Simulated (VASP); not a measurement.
# Ti3Ni (Pm-3m) in VASP: a series of runs, part 2 of 2

VASP 6.6.1.

## (4) Single point, PBEsol, collinear spin, ferromagnetic start (15.84 Å³/atom)

This run uses another cell than the first one, of 15.84 Å³/atom.

Contents of INCAR:

```
  ALGO = Normal
  EDIFF = 1E-6
  ENCUT = 520
  GGA = PS
  ISIF = 2
  ISMEAR = -1
  ISPIN = 2
  LASPH = T
  LCHARG = F
  LMAXMIX = 4
  LORBIT = 11
  LREAL = F
  LWAVE = F
  MAGMOM = 1 1 1 1
  NBANDS = 35
  NELM = 150
  PREC = Accurate
  SIGMA = 0.05
```

Contents of KPOINTS:

```
k-points
0
Gamma
  7 7 7
```

Contents of POSCAR:

```
Ti3Ni
1.0
    3.9869595569      0.0000000000      0.0000000000
    0.0000000000      3.9869595569      0.0000000000
    0.0000000000      0.0000000000      3.9869595569
Ni Ti
1 3
Direct
    0.0000000000      0.0000000000      0.0000000000
    0.5000000000      0.5000000000      0.0000000000
    0.5000000000      0.0000000000      0.5000000000
    0.0000000000      0.5000000000      0.5000000000
```

Potentials or basis: VASP PAW PBE potentials, release 64 (Ni, Ti_sv).

Run with:

```bash
$ cat potpaw_PBE.64/Ni/POTCAR potpaw_PBE.64/Ti_sv/POTCAR > POTCAR
$ mpirun -np 1 vasp_std > vasp.out
```

OUTCAR:

```text
EDIFF = 1E-6
   ENCUT = 520
   GGA = PS
   ISIF = 2
   ISMEAR = -1
   ISPIN = 2
   LASPH = T
   LORBIT = 11
   LREAL = F
   NELM = 150
   PREC = Accurate

 ion  position               nearest neighbor table
   1  0.000  0.000  0.000-   2 2.82   3 2.82   4 2.82   3 2.82   4 2.82   2 2.82   4 2.82   4 2.82
                             2 2.82   3 2.82   3 2.82   2 2.82
   2  0.500  0.500  0.000-   1 2.82   3 2.82   4 2.82   3 2.82   4 2.82   1 2.82   3 2.82   3 2.82
                             1 2.82   4 2.82   4 2.82   1 2.82
   3  0.500  0.000  0.500-   1 2.82   2 2.82   4 2.82   1 2.82   2 2.82   2 2.82   4 2.82   2 2.82
                             1 2.82   4 2.82   1 2.82   4 2.82
   4  0.000  0.500  0.500-   1 2.82   2 2.82   3 2.82   1 2.82   2 2.82   1 2.82   3 2.82   1 2.82
                             2 2.82   3 2.82   2 2.82   3 2.82

  LATTYP: Found a simple cubic cell.
 ALAT       =     3.9869595569

  Lattice vectors:

 A1 = (   3.9869595569,   0.0000000000,   0.0000000000)
 A2 = (   0.0000000000,   3.9869595569,   0.0000000000)
 A3 = (   0.0000000000,   0.0000000000,   3.9869595569)

Analysis of symmetry for initial positions (statically):
=====================================================================
 Subroutine PRICEL returns:
 Original cell was already a primitive cell.

 Routine SETGRP: Setting up the symmetry group for a
 simple cubic supercell.

 Subroutine GETGRP returns: Found 48 space group operations
 (whereof 48 operations were pure point group operations)
 out of a pool of 48 trial point group operations.

The static configuration has the point symmetry O_h .

Analysis of symmetry for dynamics (positions and initial velocities):
=====================================================================
 Subroutine PRICEL returns:
 Original cell was already a primitive cell.

 Routine SETGRP: Setting up the symmetry group for a
 simple cubic supercell.

 Subroutine GETGRP returns: Found 48 space group operations
 (whereof 48 operations were pure point group operations)
 out of a pool of 48 trial point group operations.

The dynamic configuration has the point symmetry O_h .

Analysis of structural, dynamic, and magnetic symmetry:
=====================================================================
 Subroutine PRICEL returns:
 Original cell was already a primitive cell.

 Routine SETGRP: Setting up the symmetry group for a
 simple cubic supercell.

 Subroutine GETGRP returns: Found 48 space group operations
 (whereof 48 operations were pure point group operations)
 out of a pool of 48 trial point group operations.

The overall configuration has the point symmetry O_h .

 Subroutine INISYM returns: Found 48 space group operations
 (whereof 48 operations are pure point group operations),
 and found     1 'primitive' translations

----------------------------------------------------------------------------------------

                                     Primitive cell

[... 81 lines left out ...]
   ISTART =      0    job   : 0-new  1-cont  2-samecut
   ICHARG =      2    charge: 1-file 2-atom 10-const
   ISPIN  =      2    spin polarized calculation?
   LNONCOLLINEAR =      F non collinear calculations
   LSORBIT =      F    spin-orbit coupling
   LASPH  =      T    aspherical Exc in radial PAW
   ENCUT  =  520.0 eV  38.22 Ry    6.18 a.u.   7.41  7.41  7.41*2*pi/ulx,y,z
   NELM   =    150;   NELMIN=  2; NELMDL= -5     # of ELM steps
   EDIFF  = 0.1E-05   stopping-criterion for ELM
   LREAL  =      F    real-space projection
   EDIFFG = 0.1E-04   stopping-criterion for IOM
   NSW    =      0    number of steps for IOM
   IBRION =     -1    ionic relax: 0-MD 1-quasi-New 2-CG
   NFREE  =      0    steps in history (QN), initial steepest desc. (CG)
   ISIF   =      2    stress and relaxation
   ISYM   =      2    0-nonsym 1-usesym 2-fastsym
   POTIM  = 0.5000    time-step for ionic-motion
   TEBEG  =    0.0;   TEEND  =   0.0 temperature during run
   PSTRESS=    0.0 pullay stress
   NELECT =      46.0000    total number of electrons
   NUPDOWN=      -1.0000    fix difference up-down
   EMIN   =  10.00;   EMAX   =-10.00  energy-range for DOS
   EFERMI =   0.00;   METHOD = LEGACY
   ISMEAR =    -1;   SIGMA  =   0.05  broadening in eV -4-tet -1-fermi 0-gaus
   EFERMI_NEDOS =   21; number of points for ismear=-14 and -15
   IALGO  =     38    algorithm
   IMIX   =      4    mixing-type and parameters
     AMIX     =   0.40;   BMIX     =  1.00
     AMIX_MAG =   1.60;   BMIX_MAG =  1.00
  volume/ion in A,a.u.               =      15.84       106.92
  Fermi-wavevector in a.u.,A,eV,Ry     =   1.471247  2.780254 29.450735  2.164568
  Thomas-Fermi vector in A             =   2.586406
   LORBIT       =     11    0 simple, 1 ext, 2 COOP (PROOUT), +10 PAW based schemes
   GGA     = PS    functional components
   LHFCALC =     F    Hartree Fock is set to
   AEXX    =    0.0000 exact exchange contribution
   IVDW    =     0    specifies the selected vdW correction
   LEPSILON=     F    determine dielectric tensor
   LRPA    =     F    only Hartree local field effects (RPA)
 spin polarized calculation
  energy-cutoff  :      520.00
  volume of cell :       63.38
 maximum number of plane-waves:      1743
 NGX is ok and might be reduce to    30
   NGX = 15   NGY = 15   NGZ = 15

 number of electron      45.9999966 magnetization       0.0002381

 Free energy of the ion-electron system (eV)
  ---------------------------------------------------
  ext. energy  EPLUGINS =         0.00000000
  ---------------------------------------------------
  free energy    TOTEN  =       -31.38100044 eV

  energy without entropy =      -31.31585258  energy(sigma->0) =      -31.34842651

 E-fermi :   8.1346     XC(G=0): -11.9215

 val. band max:        8.1246639779   @ k =   0.4286   0.4286   0.1429
 cond. band min:       8.1467250680   @ k =   0.4286   0.4286   0.2857
 fundamental gap:      0.0220610901
 Fermi energy:         8.1346371005

 spin component 1

 k-point     1 :       0.0000    0.0000    0.0000
  band No.  band energies     occupation
      1     -48.3644      1.00000
      2     -48.1887      1.00000
      3     -48.1887      1.00000
      4     -24.9159      1.00000
      5     -24.9159      1.00000
      6     -24.9159      1.00000
[... 749 lines left out ...]
     34      11.9756      0.00000
     35      12.0507      0.00000
 Fermi energy:         8.1346371005

 spin component 2

 k-point     1 :       0.0000    0.0000    0.0000
  band No.  band energies     occupation
      1     -48.3642      1.00000
      2     -48.1886      1.00000
      3     -48.1886      1.00000
      4     -24.9158      1.00000
      5     -24.9158      1.00000
      6     -24.9158      1.00000
[... 749 lines left out ...]
     34      11.9757      0.00000
     35      12.0508      0.00000

------------------------ aborting loop because EDIFF is reached ----------------------------------------

  FORCE on cell =-STRESS in cart. coord.  units (eV):
  Direction    XX          YY          ZZ          XY          YZ          ZX
  --------------------------------------------------------------------------------------
  -------------------------------------------------------------------------------------
  Total       -3.6944664     -3.6944664     -3.6944664     -0.0000000     -0.0000000      0.0000000
  in kB      -93.3978364    -93.3978364    -93.3978364     -0.0000000     -0.0000000      0.0000000
  external PRESSURE =     -93.3978364 kB  Pullay stress =       0.0000000 kB

 VOLUME and BASIS-vectors are now :
 -----------------------------------------------------------------------------
  energy-cutoff  :      520.00
  volume of cell :       63.38
      direct lattice vectors                 reciprocal lattice vectors
     3.986959557  0.000000000  0.000000000     0.250817693  0.000000000  0.000000000
     0.000000000  3.986959557  0.000000000     0.000000000  0.250817693  0.000000000
     0.000000000  0.000000000  3.986959557     0.000000000  0.000000000  0.250817693

 POSITION                                       TOTAL-FORCE (eV/Angst)
 -----------------------------------------------------------------------------------
      0.00000      0.00000      0.00000         0.000000      0.000000      0.000000
      1.99348      1.99348      0.00000         0.000000      0.000000      0.000000
      1.99348      0.00000      1.99348         0.000000      0.000000      0.000000
      0.00000      1.99348      1.99348         0.000000      0.000000      0.000000
 -----------------------------------------------------------------------------------
    total drift:                                0.000000      0.000000     -0.000000

  FREE ENERGIE OF THE ION-ELECTRON SYSTEM (eV)
  ---------------------------------------------------
  free  energy   TOTEN  =       -31.3810004434 eV

  energy  without entropy=      -31.3158525848  energy(sigma->0) =      -31.34842651

 total charge

# of ion       s       p       d       tot
------------------------------------------
    1        0.517   0.451   8.231   9.200
    2        2.244   6.117   1.901  10.262
    3        2.244   6.117   1.901  10.262
    4        2.244   6.117   1.901  10.262
--------------------------------------------------
tot          7.248  18.803  13.936  39.987

 magnetization (x)

# of ion       s       p       d       tot
------------------------------------------
    1       -0.000  -0.000   0.000  -0.000
    2        0.000   0.000   0.000   0.000
    3        0.000   0.000   0.000   0.000
    4        0.000   0.000   0.000   0.000
--------------------------------------------------
tot          0.000  -0.000   0.000   0.000
```

OSZICAR:

```text
N       E                     dE             d eps       ncg     rms          rms(c)
DAV:   1     0.544162954102E+03    0.54416E+03   -0.21848E+04  2824   0.167E+03
DAV:   2     0.316435956383E+02   -0.51252E+03   -0.49567E+03  2808   0.479E+02
[... 11 lines left out ...]
DAV:  14    -0.313809345922E+02   -0.12672E-03   -0.19070E-04  4054   0.913E-02    0.541E-02
DAV:  15    -0.313809652269E+02   -0.30635E-04   -0.39921E-05  4062   0.565E-02    0.241E-02
DAV:  16    -0.313809834021E+02   -0.18175E-04   -0.98595E-06  3193   0.178E-02    0.158E-02
DAV:  17    -0.313809988194E+02   -0.15417E-04   -0.15170E-05  3532   0.240E-02    0.108E-02
DAV:  18    -0.313810007721E+02   -0.19527E-05   -0.30757E-06  2761   0.935E-03    0.990E-03
DAV:  19    -0.313810004434E+02    0.32870E-06   -0.15068E-06  1905   0.128E-02
   1 F= -.31381000E+02 E0= -.31348427E+02  d E =-.651479E-01  mag=     0.0003
```

stdout:

```text
POSCAR found type information on POSCAR NiTi
 POSCAR found :  2 types and       4 ions
 scaLAPACK will be used
 -----------------------------------------------------------------------------
|                                                                             |
|                                                                             |
|     You enforced a specific xc type in the INCAR file but a different       |
|     I HOPE YOU KNOW WHAT YOU ARE DOING!                                     |
|                                                                             |
 -----------------------------------------------------------------------------

 LDA part: xc-table for (Slater+PW92), standard interpolation
 POSCAR, INCAR and KPOINTS ok, starting setup
 FFT: planning ... GRIDC
 FFT: planning ... GRID_SOFT
 FFT: planning ... GRID
 WAVECAR not read
 entering main loop
```

Run time: 3.1 min. Hardware: 1 thread of Intel Xeon 8259CL, shared host; peak memory 0.23 GiB.

What came out:

* Free energy: -31.3810 eV
* Pressure: -9.3 GPa
* Band gap on the k mesh: zero (filled and empty bands overlap)
* Net moment: 0.00 μB per cell
* Valence electrons inside the program's atomic spheres: Ni 9.20; Ti 10.26

Caveat: the cell stands under tension; the PAW data sets were made with another functional, which shifts forces and pressure a little.

## (5) Summary

| cell | gap on the mesh (eV) | pressure (GPa) | moment (μB) |
| --- | --- | --- | --- |
| a = 3.935 Å, 4 atoms | none | -5.4 | 0.01 |
| a = 3.961 Å, 4 atoms | none | -7.4 | 0.00 |
| a = 3.987 Å, 4 atoms | none | -9.3 | 0.00 |

Alike in all rows: task single point; level PBEsol; potentials or basis VASP PAW PBE potentials, release 64 (Ni, Ti_sv); spin collinear, ferromagnetic start; k mesh 7 × 7 × 7; cutoff (eV) 520; smearing fermi-dirac 0.05 eV.

Caveats: the cell stands under tension; the PAW data sets were made with another functional, which shifts forces and pressure a little.

Absolute energies hang on the potentials; compare differences alone.
